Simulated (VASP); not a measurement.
# CoO: single point with PBEsol+U

Crystal: CoO.

```xyz
2
Lattice="-1.5080 1.5080 2.1073 1.5080 -1.5080 2.1073 1.5080 1.5080 -2.1073" Properties=species:S:1:pos:R:3 pbc="T T T"
Co    0.0000    0.0000    0.0000
O     0.0000    0.0000    2.1073
```

```yaml
Program: VASP 6.6.1
Task: single point
Functional: PBEsol
Potentials_or_basis: VASP PAW PBE potentials, release 64 (Co_sv, O)
Cutoff: 600 eV
k_mesh: 9 × 9 × 9
Occupations: gaussian, width 0.05 eV
Spin: collinear spin, ferromagnetic start
Starting_moments: "[3.0, 0.0] μB"
Hubbard_terms: Co d U = 4.0 eV, J = 0.5 eV
```

```
Pressure                                              : -8.9 GPa
Band gap on the k mesh                                : zero (filled and empty bands overlap)
Net moment                                            : 3.00 μB per cell
Site moments                                          : Co +2.69; O +0.24 μB
Valence electrons inside the program's atomic spheres : Co 14.88; O 4.99
```

Stress tensor (GPa, compression positive):
```
 -5.97   0.00   0.00
  0.00  -5.97   0.00
  0.00   0.00 -14.62
```

Levels at points of the mesh, in eV from the Fermi level:
Spin up:
```tsv
k point	band 9	band 10	band 11	band 12	band 13	band 14	band 15	band 16	band 17	band 18
(0.00, 0.00, 0.00)	-4.83	-3.69	-3.04	-2.90	-2.90	0.99	16.60	17.41	17.41	17.86
```
Spin down:
| k point | band 6 | band 7 | band 8 | band 9 | band 10 | band 11 | band 12 | band 13 | band 14 | band 15 |
| --- | --- | --- | --- | --- | --- | --- | --- | --- | --- | --- |
| (0.00, 0.00, 0.00) | -2.54 | -2.44 | -2.44 | -2.41 | -1.07 | -1.07 | 0.91 | 1.51 | 1.77 | 16.48 |

Eigenvalues of the final occupation matrices:
| site | spin | trace | eigenvalues |
| --- | --- | --- | --- |
| site 1 d | 1 | 4.68 | 0.92 0.93 0.93 0.95 0.96 |
| site 1 d | 2 | 2.01 | 0.09 0.11 0.45 0.45 0.91 |

Wall time 60 s on 1 thread of AMD EPYC 9R45 96-Core Processor (Zen 5), with other jobs on the host, peak memory 0.15 GiB.

Caveat: the PAW data sets were made with another functional, which shifts forces and pressure a little; a cell with one magnetic atom can't hold antiferromagnetic order, which such compounds often take. The state reached can hang on the start; a lower one may exist.
